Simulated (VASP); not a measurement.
Runs of VASP 6.6.1 on InSb. The structure is that of space group I4/mmm (No. 139), or close to it. The cells are those of the table. 

| cell | gap on the mesh (eV) | pressure (GPa) |
| --- | --- | --- |
| a = 4.599, b = 4.599, c = 4.164 Å, angles 63.1, 63.1, 53.8°, 2 atoms | none | 0.5 |
| a = 4.637, b = 4.637, c = 4.199 Å, angles 63.1, 63.1, 53.8°, 2 atoms | none | -0.5 |
| a = 4.352, b = 4.352, c = 4.608 Å, angles 58.0, 58.0, 63.9°, 2 atoms | none | -0.7 |
| a = 4.384, b = 4.384, c = 4.515 Å, angles 59.0, 59.0, 62.0°, 2 atoms | none | -1.9 |
| a = 4.532, b = 4.532, c = 4.250 Å, angles 62.0, 62.0, 55.9°, 2 atoms | none | -1.0 |
| a = 4.493, b = 4.493, c = 4.213 Å, angles 62.0, 62.0, 55.9°, 2 atoms | none | (a) |
| a = 4.328, b = 4.328, c = 4.702 Å, angles 57.1, 57.1, 65.8°, 2 atoms | none | (b) |
| a = 4.474, b = 4.474, c = 4.336 Å, angles 61.0, 61.0, 58.0°, 2 atoms | none | -1.9 |

Alike in all rows: task single point; level PBE; potentials or basis VASP PAW PBE potentials, release 64 (In_d, Sb); no spin polarisation; k mesh 14 × 14 × 14; cutoff (eV) 520; smearing gaussian 0.15 eV.

Task: Fill in the values left out.

Result: (a) 0.1; (b) 1.4.

Caveats: spin-orbit coupling is left out, which moves the levels of the heavy elements.

A k mesh can miss the band edges, and the runs leave out spin-orbit coupling on In, Sb.

A gap of «none» marks levels without a gap at the run's occupations.
